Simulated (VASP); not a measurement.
# CdS in VASP: notebook

The runs below take CdS through single point, with BLYP+D3(BJ), BLYP+D4.

Program: VASP 6.6.1. These are calculated values, not measurements. Logs are shortened: lines on timing, memory, paths and dates and some standing lists are left out, and cuts for length are marked.

## Step 1: The cell of the first run

The typed cell holds 2 atoms: a = 3.738 Å, b = 3.738 Å, c = 3.447 Å, α = 90.00°, β = 90.00°, γ = 120.00°.

## Step 2: Single point, BLYP+D3(BJ)

File INCAR:

```
AGGAC = 1.0 ; AGGAX = 1.0
ALDAC = 0.0 ; ALDAX = 1.0
ALGO = Normal ; EDIFF = 1E-7
ENCUT = 520 ; GGA = B5
ISIF = 2 ; ISMEAR = -1
IVDW = 12 ; LASPH = True
LCHARG = True ; LELF = True
LREAL = False ; LVHAR = True
LWAVE = False ; NBANDS = 16
NELM = 100 ; PREC = Accurate
SIGMA = 0.05 ; VDW_A1 = 0.4298
VDW_A2 = 4.2359 ; VDW_S6 = 1.0
VDW_S8 = 2.6996
```

File KPOINTS:

```
k-points
0
Gamma
  7 7 5
```

File POSCAR:

```
CdS
1.0
    3.7384559812      0.0000000000      0.0000000000
   -1.8692279906      3.2375978506      0.0000000000
    0.0000000000      0.0000000000      3.4468565405
Cd S
1 1
Direct
    0.0000000000      0.0000000000      0.6884767281
    0.6666666667      0.3333333333      0.1885232719
```

Potentials or basis: VASP PAW PBE potentials, release 64 (Cd, S).

Launch:

```sh
$ cat potpaw_PBE.64/Cd/POTCAR potpaw_PBE.64/S/POTCAR > POTCAR
$ mpirun -np 1 vasp_std > vasp.out
```

OUTCAR:

```text
EDIFF = 1E-7
   ENCUT = 520
   GGA = B5
   ISIF = 2
   ISMEAR = -1
   IVDW = 12
   LASPH = True
   LREAL = False
   NELM = 100
   PREC = Accurate
 IVDW          = 12

 ion  position               nearest neighbor table
   1  0.000  0.000  0.688-   2 2.76   2 2.76   2 2.76   2 2.76   2 2.76   2 2.76
   2  0.667  0.333  0.189-   1 2.76   1 2.76   1 2.76   1 2.76   1 2.76   1 2.76

  LATTYP: Found a hexagonal cell.
 ALAT       =     3.7384559812
 C/A-ratio  =     0.9220000337

  Lattice vectors:

 A1 = (   3.7384559812,   0.0000000000,   0.0000000000)
 A2 = (  -1.8692279906,   3.2375978506,   0.0000000000)
 A3 = (   0.0000000000,   0.0000000000,   3.4468565405)

Analysis of symmetry for initial positions (statically):
=====================================================================
 Subroutine PRICEL returns:
 Original cell was already a primitive cell.

 Routine SETGRP: Setting up the symmetry group for a
 hexagonal supercell.

 Subroutine GETGRP returns: Found  6 space group operations
 (whereof  6 operations were pure point group operations)
 out of a pool of 24 trial point group operations.

The static configuration has the point symmetry C_3v.

Analysis of symmetry for dynamics (positions and initial velocities):
=====================================================================
 Subroutine PRICEL returns:
 Original cell was already a primitive cell.

 Routine SETGRP: Setting up the symmetry group for a
 hexagonal supercell.

 Subroutine GETGRP returns: Found  6 space group operations
 (whereof  6 operations were pure point group operations)
 out of a pool of 24 trial point group operations.

The dynamic configuration has the point symmetry C_3v.

 Subroutine INISYM returns: Found  6 space group operations
 (whereof  6 operations are pure point group operations),
 and found     1 'primitive' translations

----------------------------------------------------------------------------------------

                                     Primitive cell

  volume of cell :      41.7194

  direct lattice vectors                    reciprocal lattice vectors
     3.738455981  0.000000000  0.000000000     0.267490110  0.154435487  0.000000000
    -1.869227991  3.237597851  0.000000000     0.000000000  0.308870974  0.000000000
     0.000000000  0.000000000  3.446856540     0.000000000  0.000000000  0.290119414

  length of vectors
     3.738455981  3.738455981  3.446856540     0.308870974  0.308870974  0.290119414

  position of ions in fractional coordinates (direct lattice)
     0.000000000  0.000000000  0.688476728
     0.666666667  0.333333333  0.188523272

  ion indices of the primitive-cell ions
   primitive index   ion index
                 1           1
                 2           2

----------------------------------------------------------------------------------------

 KPOINTS: k-points

Automatic generation of k-mesh.
 Grid dimensions read from file:
 generate k-points for:    7    7    5

 Generating k-lattice:

  Cartesian coordinates                     Fractional coordinates (reciprocal lattice)
     0.038212873  0.022062212  0.000000000     0.142857143  0.000000000  0.000000000
     0.000000000  0.044124425  0.000000000     0.000000000  0.142857143  0.000000000
     0.000000000  0.000000000  0.058023883     0.000000000  0.000000000  0.200000000

  Length of vectors
     0.044124425  0.044124425  0.058023883

  Shift w.r.t. Gamma in fractional coordinates (k-lattice)
     0.000000000  0.000000000  0.000000000

 Subroutine IBZKPT returns following result:
 ===========================================

 Found     32 irreducible k-points:

 Following reciprocal coordinates:
            Coordinates               Weight
  0.000000  0.000000  0.000000      1.000000
  0.142857  0.000000  0.000000      6.000000
  0.285714 -0.000000  0.000000      6.000000
  0.428571 -0.000000  0.000000      6.000000
  0.142857  0.142857  0.000000      6.000000
  0.285714  0.142857  0.000000     12.000000
[... 16 lines left out ...]
  0.000000  0.142857  0.400000      6.000000
  0.285714 -0.000000  0.400000      6.000000
 [... further k-points ...]
   k-points           NKPTS =     32   k-points in BZ     NKDIM =     32   number of bands    NBANDS=     16
   number of dos      NEDOS =    301   number of ions     NIONS =      2
   total plane-waves  NPLWV =  21952
   dimension x,y,z NGX =    28 NGY =   28 NGZ =   28
   dimension x,y,z NGXF=    56 NGYF=   56 NGZF=   56
   ions per type =               1   1
   NGX,Y,Z   is equivalent  to a cutoff of  12.45, 12.45, 13.50 a.u.
   NGXF,Y,Z  is equivalent  to a cutoff of  24.90, 24.90, 27.01 a.u.
 SYSTEM =  unknown system
   PREC   = accura    normal or accurate (medium, high low for compatibility)
   ISTART =      0    job   : 0-new  1-cont  2-samecut
   ICHARG =      2    charge: 1-file 2-atom 10-const
   ISPIN  =      1    spin polarized calculation?
   LNONCOLLINEAR =      F non collinear calculations
   LSORBIT =      F    spin-orbit coupling
   LASPH  =      T    aspherical Exc in radial PAW
   ENCUT  =  520.0 eV  38.22 Ry    6.18 a.u.   6.95  6.95  6.41*2*pi/ulx,y,z
   NELM   =    100;   NELMIN=  2; NELMDL= -5     # of ELM steps
   EDIFF  = 0.1E-06   stopping-criterion for ELM
   LREAL  =      F    real-space projection
   EDIFFG = 0.1E-05   stopping-criterion for IOM
   NSW    =      0    number of steps for IOM
   IBRION =     -1    ionic relax: 0-MD 1-quasi-New 2-CG
   NFREE  =      0    steps in history (QN), initial steepest desc. (CG)
   ISIF   =      2    stress and relaxation
   ISYM   =      2    0-nonsym 1-usesym 2-fastsym
   POTIM  = 0.5000    time-step for ionic-motion
   TEBEG  =    0.0;   TEEND  =   0.0 temperature during run
   PSTRESS=    0.0 pullay stress
   NELECT =      18.0000    total number of electrons
   NUPDOWN=      -1.0000    fix difference up-down
   EMIN   =  10.00;   EMAX   =-10.00  energy-range for DOS
   EFERMI =   0.00;   METHOD = LEGACY
   ISMEAR =    -1;   SIGMA  =   0.05  broadening in eV -4-tet -1-fermi 0-gaus
   EFERMI_NEDOS =   21; number of points for ismear=-14 and -15
   IALGO  =     38    algorithm
   IMIX   =      4    mixing-type and parameters
     AMIX     =   0.40;   BMIX     =  1.00
     AMIX_MAG =   1.60;   BMIX_MAG =  1.00
  volume/ion in A,a.u.               =      20.86       140.77
  Fermi-wavevector in a.u.,A,eV,Ry     =   1.237047  2.337680 20.820796  1.530285
  Thomas-Fermi vector in A             =   2.371630
   LORBIT       =      0    0 simple, 1 ext, 2 COOP (PROOUT), +10 PAW based schemes
   GGA     = B5    functional components
   LHFCALC =     F    Hartree Fock is set to
   AEXX    =    0.0000 exact exchange contribution
   IVDW    =    12    specifies the selected vdW correction
   LEPSILON=     F    determine dielectric tensor
   LRPA    =     F    only Hartree local field effects (RPA)
 non-spin polarized calculation
  energy-cutoff  :      520.00
  volume of cell :       41.72
 maximum number of plane-waves:      1147
   NGX = 13   NGY = 13   NGZ = 13

 number of electron      17.9999995 magnetization

 Free energy of the ion-electron system (eV)
  ---------------------------------------------------
  ext. energy  EPLUGINS =         0.00000000
  ---------------------------------------------------
  free energy    TOTEN  =        -4.30368523 eV

  energy without entropy =       -4.30221363  energy(sigma->0) =       -4.30294943

 E-fermi :   3.7657     XC(G=0):  -9.7212

 val. band max:        3.6649134243   @ k =   0.2857   0.2857   0.0000
 cond. band min:       4.1313624023   @ k =   0.4286   0.1429   0.4000
 fundamental gap:      0.4664489779
 Fermi energy:         3.7657170492

 k-point     1 :       0.0000    0.0000    0.0000
  band No.  band energies     occupation
      1      -9.4623      2.00000
      2      -4.8625      2.00000
      3      -4.7726      2.00000
      4      -4.7726      2.00000
      5      -4.4236      2.00000
      6      -4.4236      2.00000
[... 8 lines left out ...]
     15      15.9722      0.00000
     16      17.4503      0.00000

 k-point     2 :       0.1429    0.0000    0.0000
  band No.  band energies     occupation
      1      -9.3203      2.00000
      2      -4.8685      2.00000
      3      -4.7409      2.00000
      4      -4.7149      2.00000
      5      -4.4730      2.00000
      6      -4.4308      2.00000
[... 8 lines left out ...]
     15      16.6535      0.00000
     16      17.3976      0.00000

 k-point     3 :       0.2857   -0.0000    0.0000
  band No.  band energies     occupation
      1      -8.9715      2.00000
      2      -4.8771      2.00000
      3      -4.6384      2.00000
      4      -4.5787      2.00000
      5      -4.5779      2.00000
      6      -4.4470      2.00000
[... 8 lines left out ...]
     15      16.7829      0.00000
     16      17.2884      0.00000

 k-point     4 :       0.4286   -0.0000    0.0000
  band No.  band energies     occupation
      1      -8.6551      2.00000
      2      -4.8521      2.00000
      3      -4.6568      2.00000
      4      -4.5171      2.00000
      5      -4.4617      2.00000
      6      -4.4599      2.00000
[... 8 lines left out ...]
     15      17.2090      0.00000
     16      17.4890      0.00000

 k-point     5 :       0.1429    0.1429    0.0000
  band No.  band energies     occupation
      1      -9.0735      2.00000
      2      -4.8717      2.00000
      3      -4.7013      2.00000
      4      -4.5919      2.00000
      5      -4.5446      2.00000
      6      -4.4476      2.00000
[... 8 lines left out ...]
     15      16.9892      0.00000
     16      17.3606      0.00000

 k-point     6 :       0.2857    0.1429    0.0000
  band No.  band energies     occupation
      1      -8.7328      2.00000
      2      -4.8570      2.00000
      3      -4.6251      2.00000
      4      -4.6147      2.00000
      5      -4.4722      2.00000
      6      -4.4239      2.00000
[... 8 lines left out ...]
     15      16.3354      0.00000
     16      16.4299      0.00000

 k-point     7 :       0.4286    0.1429    0.0000
  band No.  band energies     occupation
      1      -8.5671      2.00000
      2      -4.8387      2.00000
      3      -4.6590      2.00000
      4      -4.5580      2.00000
      5      -4.4834      2.00000
      6      -4.3318      2.00000
[... 8 lines left out ...]
     15      16.0474      0.00000
     16      16.6224      0.00000

 k-point     8 :       0.2857    0.2857    0.0000
  band No.  band energies     occupation
      1      -8.5318      2.00000
      2      -4.8354      2.00000
      3      -4.6441      2.00000
      4      -4.5813      2.00000
      5      -4.5104      2.00000
      6      -4.2598      2.00000
[... 8 lines left out ...]
     15      15.2737      0.00000
     16      15.6518      0.00000

 k-point     9 :       0.0000    0.0000    0.2000
  band No.  band energies     occupation
      1      -9.1657      2.00000
      2      -4.7650      2.00000
      3      -4.7416      2.00000
      4      -4.7416      2.00000
      5      -4.5136      2.00000
      6      -4.5136      2.00000
[... 8 lines left out ...]
     15      15.4702      0.00000
     16      15.4702      0.00000
[... 172 lines left out ...]
 k-point    19 :       0.4286    0.1429    0.2000
  band No.  band energies     occupation
      1      -8.4340      2.00000
      2      -4.8350      2.00000
      3      -4.6629      2.00000
      4      -4.6206      2.00000
      5      -4.4846      2.00000
      6      -4.1596      2.00000
[... 8 lines left out ...]
     15      16.6288      0.00000
     16      17.9691      0.00000

 k-point    20 :       0.2857    0.2857    0.2000
  band No.  band energies     occupation
      1      -8.4052      2.00000
      2      -4.7653      2.00000
      3      -4.6788      2.00000
      4      -4.6338      2.00000
      5      -4.5515      2.00000
      6      -4.1070      2.00000
[... 8 lines left out ...]
     15      15.9525      0.00000
     16      18.4397      0.00000

 k-point    21 :       0.0000    0.0000    0.4000
  band No.  band energies     occupation
      1      -8.5647      2.00000
      2      -4.6952      2.00000
      3      -4.6952      2.00000
      4      -4.6713      2.00000
      5      -4.6478      2.00000
      6      -4.6478      2.00000
[... 8 lines left out ...]
     15      14.0275      0.00000
     16      16.3814      0.00000

 k-point    22 :       0.1429    0.0000    0.4000
  band No.  band energies     occupation
      1      -8.5033      2.00000
      2      -4.7439      2.00000
      3      -4.7023      2.00000
      4      -4.6171      2.00000
      5      -4.6078      2.00000
      6      -4.5574      2.00000
[... 8 lines left out ...]
     15      14.3692      0.00000
     16      16.5014      0.00000

 k-point    23 :       0.0000    0.1429    0.4000
  band No.  band energies     occupation
      1      -8.5033      2.00000
      2      -4.7438      2.00000
      3      -4.7023      2.00000
      4      -4.6171      2.00000
      5      -4.6078      2.00000
      6      -4.5574      2.00000
[... 8 lines left out ...]
     15      14.3693      0.00000
     16      16.5015      0.00000

 k-point    24 :       0.2857   -0.0000    0.4000
  band No.  band energies     occupation
      1      -8.3622      2.00000
      2      -4.8421      2.00000
      3      -4.7495      2.00000
      4      -4.5132      2.00000
      5      -4.4274      2.00000
      6      -4.3699      2.00000
[... 8 lines left out ...]
     15      15.7676      0.00000
     16      17.3686      0.00000

 [... further k-points ...]

------------------------ aborting loop because EDIFF is reached ----------------------------------------

 Edisp (eV)   -1.64124

 E8    (eV) :    -1.1700

  FORCE on cell =-STRESS in cart. coord.  units (eV):
  Direction    XX          YY          ZZ          XY          YZ          ZX
  --------------------------------------------------------------------------------------
  -------------------------------------------------------------------------------------
  Total       0.11016     0.11016     0.13777     0.00000     0.00000     0.00000
  in kB       4.23072     4.23072     5.29085     0.00000     0.00000     0.00000
  external pressure =        4.58 kB  Pullay stress =        0.00 kB

 VOLUME and BASIS-vectors are now :
 -----------------------------------------------------------------------------
  energy-cutoff  :      520.00
  volume of cell :       41.72
      direct lattice vectors                 reciprocal lattice vectors
     3.738455981  0.000000000  0.000000000     0.267490110  0.154435487  0.000000000
    -1.869227991  3.237597851  0.000000000     0.000000000  0.308870974  0.000000000
     0.000000000  0.000000000  3.446856540     0.000000000  0.000000000  0.290119414

 POSITION                                       TOTAL-FORCE (eV/Angst)
 -----------------------------------------------------------------------------------
      0.00000      0.00000      2.37308         0.000000      0.000000      0.000281
      1.86923      1.07920      0.64981        -0.000000     -0.000000     -0.000281
 -----------------------------------------------------------------------------------
    total drift:                               -0.000000      0.000000      0.000196

  FREE ENERGIE OF THE ION-ELECTRON SYSTEM (eV)
  ---------------------------------------------------
  free  energy   TOTEN  =        -5.9449287100 eV

  energy  without entropy=       -5.9434571081  energy(sigma->0) =       -5.94419291
```

Wall time 25 s (1 thread of Intel Xeon Platinum 8488C (Sapphire Rapids), shared host); peak memory 0.17 GiB.

What came out:

```
Free energy                : -5.9449 eV
Pressure                   : 0.5 GPa
Band gap on the k mesh     : zero (band 9 reaches 3.66 eV, above the bottom of band 10 at 3.52 eV)
Dispersion energy per atom : -0.821 eV
```

Stress tensor (GPa, compression positive):
```
0.42 0.00 0.00
0.00 0.42 0.00
0.00 0.00 0.53
```

Levels at points of the mesh, in eV from the Fermi level:
```csv
k point,band 7,band 8,band 9,band 10,band 11,band 12
"(0.00, 0.00, 0.00)",-1.40,-0.80,-0.80,-0.25,6.69,6.69
```

Caveat: the k points lie up to 0.36 Å⁻¹ apart; the PAW data sets were made with another functional, which shifts forces and pressure a little; pairwise dispersion overbinds metals, which lowers pressure and volume.

(Continued in part 2 of 2.)
